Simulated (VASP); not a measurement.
In, 3 atoms in the cell. Symmetry: P6/mmm, No. 191, hexagonal system. Conventional cell: a = 5.041 Å, b = 5.041 Å, c = 3.111 Å, α = 90.00°, β = 90.00°, γ = 120.00°. Within 4.1 Å of In (site symmetry 6/mmm) lie 14 In at 3.11 to 3.30 Å. In (site symmetry -6m2) has 11 In at 2.91 to 3.30 Å within 3.8 Å.  This cell differs from its parent crystal: volume scaled by 0.88.

| Item | Value |
| --- | --- |
| Program | VASP 6.6.1 |
| Task | single point |
| Functional | PBEsol |
| Potentials or basis | VASP PAW PBE potentials, release 64 (In_d) |
| Cutoff | 520 eV |
| k mesh | 8 × 8 × 11 |
| Occupations | fermi-dirac, width 0.1 eV |
| Spin | no spin polarisation |
| Dipole correction | no |
| Further INCAR settings | ALGO = Normal; EDIFF = 1e-06; NBANDS = 26 |

Potentials or basis: VASP PAW PBE potentials, release 64 (In_d).

Launch:

```bash
$ cat potpaw_PBE.64/In_d/POTCAR > POTCAR
$ mpirun -np 1 vasp_std > vasp.out
```

Hardware: 1 thread of AMD EPYC 9R45 96-Core Processor (Zen 5), on a shared host.

**Question.** Estimate the wall time of this run.

**Answer.** Wall time 42 s on 1 thread of AMD EPYC 9R45 96-Core Processor (Zen 5) (shared host), peak memory 0.2 GiB. Counts: scf iterations 11, k points 60.
